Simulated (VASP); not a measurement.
Here is a VASP 6.6.1 calculation.

INCAR

```
ALGO     = Normal         # electronic algorithm
EDIFF    = 1E-7           # SCF threshold, eV
ENCUT    = 520            # plane-wave cutoff, eV
GGA      = PS             # functional
ISIF     = 2              # what is computed and relaxed
ISMEAR   = 0              # smearing method
LASPH    = T              # aspherical terms in the spheres
LCHARG   = F              # write CHGCAR
LREAL    = F              # projectors in reciprocal space
LWAVE    = F              # write WAVECAR
NBANDS   = 31             # bands
NELM     = 100            # most SCF steps
PREC     = Accurate       # precision mode
SIGMA    = 0.05           # smearing width, eV
```

The input KPOINTS:

```
k-points
0
Gamma
  6 6 6
```

File POSCAR:

```
Al3GaN4
1.0
    4.4157749172      0.0000000000      0.0000000000
    0.0000000000      4.4157749172      0.0000000000
    0.0000000000      0.0000000000      4.1556857746
Al Ga N
3 1 4
Direct
    0.5000000000      0.5000000000      0.0000000000
    0.5000000000      0.0000000000      0.5000000000
    0.0000000000      0.5000000000      0.5000000000
    0.0000000000      0.0000000000      0.0000000000
    0.7447140287      0.7447140287      0.2552859713
    0.7447140287      0.2552859713      0.7447140287
    0.2552859713      0.7447140287      0.7447140287
    0.2552859713      0.2552859713      0.2552859713
```

Potentials or basis: VASP PAW PBE potentials, release 64 (Al, Ga_d, N).

Run with:

```console
$ cat potpaw_PBE.64/Al/POTCAR potpaw_PBE.64/Ga_d/POTCAR potpaw_PBE.64/N/POTCAR > POTCAR
$ mpirun -np 1 vasp_std > vasp.out
```

Problem. What does it give for the pressure?

Solution. 11.7 GPa.

Problem. What does it give for the largest force?

Solution. 0.077 eV/Å.

Problem. Predict the band gap on the k mesh.

Solution. 3.01 eV.

Stress tensor (GPa, compression positive):
```
 9.74  0.00  0.00
 0.00  9.74  0.00
 0.00  0.00 15.68
```

Caveat: the stress differs along the axes, from 10 to 16 GPa; the PAW data sets were made with another functional, which shifts forces and pressure a little. A k mesh can miss the band edges.
